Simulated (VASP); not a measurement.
Here is a VASP 6.6.1 calculation.

Contents of INCAR:

```
PREC = Accurate ; ENCUT = 520
EDIFF = 1E-6 ; ISMEAR = 0
SIGMA = 0.1 ; LREAL = F
LASPH = T ; NELM = 60
ALGO = Normal ; ISIF = 2
LWAVE = F ; LCHARG = F
GGA = PE ; NBANDS = 29
```

File KPOINTS:

```
regular mesh
0
Gamma
  6 6 4
```

File POSCAR:

```
Sc2AlAs3
1.0
    5.0510373441      0.0000000000      0.0000000000
   -2.5255186721      4.3743266555      0.0000000000
    0.0000000000      0.0000000000      5.4898084188
Sc Al As
2 1 3
Direct
    0.3333333333      0.6666666667      0.0000000000
    0.6666666667      0.3333333333      0.0000000000
    0.0000000000      0.0000000000      0.5000000000
    0.3333333333      0.6666666667      0.5000000000
    0.6666666667      0.3333333333      0.5000000000
    0.0000000000      0.0000000000      0.0000000000
```

Potentials or basis: VASP PAW PBE potentials, release 64 (Sc_sv, Al, As).

Launch:

```console
$ cat potpaw_PBE.64/Sc_sv/POTCAR potpaw_PBE.64/Al/POTCAR potpaw_PBE.64/As/POTCAR > POTCAR
$ mpirun -np 1 vasp_std > vasp.out
```

Task: What does it give for the pressure?

Result: 0.2 GPa.

Task: Predict the band gap on the k mesh.

Result: Zero (bands 20 and 21 overlap by 0.50 eV).

Stress tensor (GPa, compression positive):
```
0.22 0.00 0.00
0.00 0.22 0.00
0.00 0.00 0.03
```
